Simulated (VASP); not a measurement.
## PbS: single point with LDA

Crystal: PbS.

```
Pb S
1.0
     4.08970    0.00000    0.00000
    -2.04485    3.54178    0.00000
     0.00000    0.00000    3.78817
Pb S
1 1
Direct
  0.00000 0.00000 0.00000
  0.66667 0.33333 0.50000
```

| Item | Value |
| --- | --- |
| Program | VASP 6.6.1 |
| Task | single point |
| Functional | LDA |
| Potentials or basis | VASP PAW LDA potentials, release 64 (Pb_d, S) |
| Cutoff | 520 eV |
| k mesh | 8 × 8 × 7 |
| Occupations | fermi-dirac, width 0.05 eV |
| Spin | no spin polarisation |
| Dipole correction | no |
| Further INCAR settings | ALGO = Normal; EDIFF = 1e-07; NBANDS = 17 |

```json
{
  "Pressure": "-4.4 GPa",
  "Band gap on the k mesh": "0.08 eV, indirect (least direct gap 1.56 eV)"
}
```

Stress tensor (GPa, compression positive):
```
-4.16  0.00  0.00
 0.00 -4.16  0.00
 0.00  0.00 -4.75
```

Levels at points of the mesh, in eV from the valence-band top:
```
           k point  band 8  band 9  band 10  band 11  band 12  band 13
(0.00, 0.00, 0.00)   -2.07   -1.58    -1.58     3.44     3.44     5.27
(0.50, 0.00, 0.00)   -2.61   -1.77    -1.07     1.93     3.91     5.25
```

Wall time 57 s on 1 thread of AMD EPYC 7R13, on a shared host, peak memory 0.14 GiB.

Caveat: spin-orbit coupling is left out, which moves the levels of the heavy elements. A k mesh can miss the band edges.
